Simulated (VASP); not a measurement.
## Nb: single point with PBEsol

The system is Nb.

```
CELL_PARAMETERS angstrom
6.81305 0.00000 0.00000
0.00000 6.81305 0.00000
0.00000 0.00000 6.81305
ATOMIC_POSITIONS crystal
Nb 0.04647 0.09442 0.96376
Nb 0.54585 0.03107 0.97376
Nb 0.02871 0.57252 0.98039
Nb 0.97892 0.07811 0.47240
Nb 0.24105 0.29733 0.26991
Nb 0.53690 0.51572 0.04600
Nb 0.44475 0.01964 0.49652
Nb 0.77284 0.29295 0.20120
Nb 0.93427 0.54192 0.49973
Nb 0.24174 0.77046 0.29209
Nb 0.26207 0.29693 0.73892
Nb 0.47441 0.53817 0.44713
Nb 0.76016 0.80939 0.22993
Nb 0.73474 0.32474 0.70501
Nb 0.25078 0.78924 0.74952
Nb 0.75429 0.81133 0.73704
```

```json
{
 "Program": "VASP 6.6.1",
 "Task": "single point",
 "Functional": "PBEsol",
 "Potentials or basis": "VASP PAW PBE potentials, release 64 (Nb_sv)",
 "Cutoff": "520 eV",
 "k mesh": "2 × 2 × 2",
 "Occupations": "fermi-dirac, width 0.17 eV",
 "Spin": "no spin polarisation"
}
```

The pressure is -11.3 GPa. The largest force is 3.090 eV/Å and the band gap on the k mesh is zero (bands 104 and 105 overlap by 1.04 eV).

Forces in eV/Å, atoms in the order of the input:
```
Nb  -1.147 -1.651  0.557
Nb  -1.116  0.695  0.496
Nb  -0.758 -0.835  0.262
Nb   0.364 -1.059  0.838
Nb  -0.118 -0.558 -1.529
Nb  -0.944  1.590 -2.476
Nb   1.947  0.562 -0.088
Nb  -0.234 -0.443  1.022
Nb   2.496  1.368 -0.644
Nb  -0.948  1.353 -2.180
Nb  -0.266  0.677 -0.118
Nb   0.984 -0.181  2.625
Nb  -0.103 -0.055 -0.139
Nb  -0.235 -1.496  1.535
Nb   0.065  0.341  0.059
Nb   0.012 -0.306 -0.219
```

Stress tensor (GPa, compression positive):
```
-12.05  -0.10   0.13
 -0.10 -11.10  -0.01
  0.13  -0.01 -10.60
```

Levels at points of the mesh, in eV from the Fermi level:
```csv
k point,band 101,band 102,band 103,band 104,band 105,band 106,band 107,band 108
"(0.00, 0.00, 0.00)",0.07,0.21,0.28,0.43,0.44,0.55,0.66,0.87
"(0.50, 0.00, 0.00)",-0.14,-0.14,0.00,0.07,0.13,0.35,0.51,0.63
"(0.00, 0.50, 0.00)",-0.23,-0.11,-0.04,0.19,0.33,0.34,0.45,0.49
"(0.00, 0.00, 0.50)",-0.19,-0.15,-0.02,0.14,0.33,0.41,0.50,0.67
"(0.50, 0.50, 0.00)",-0.44,-0.39,-0.28,-0.20,-0.15,-0.07,0.07,0.21
"(0.00, 0.50, 0.50)",-0.46,-0.31,-0.29,-0.20,-0.14,0.10,0.24,0.38
"(0.50, 0.00, 0.50)",-0.49,-0.42,-0.35,-0.17,-0.09,-0.04,0.14,0.31
"(0.50, 0.50, 0.50)",-0.81,-0.74,-0.65,-0.63,-0.61,-0.51,-0.46,-0.37
```

Wall time 17 min on 1 thread of Oxide Virtual Turin-like Processor (shared host), peak memory 0.45 GiB.

Caveat: the k points lie up to 0.46 Å⁻¹ apart, too coarse for converged energies and pressures of a metal; the PAW data sets were made with another functional, which shifts forces and pressure a little.
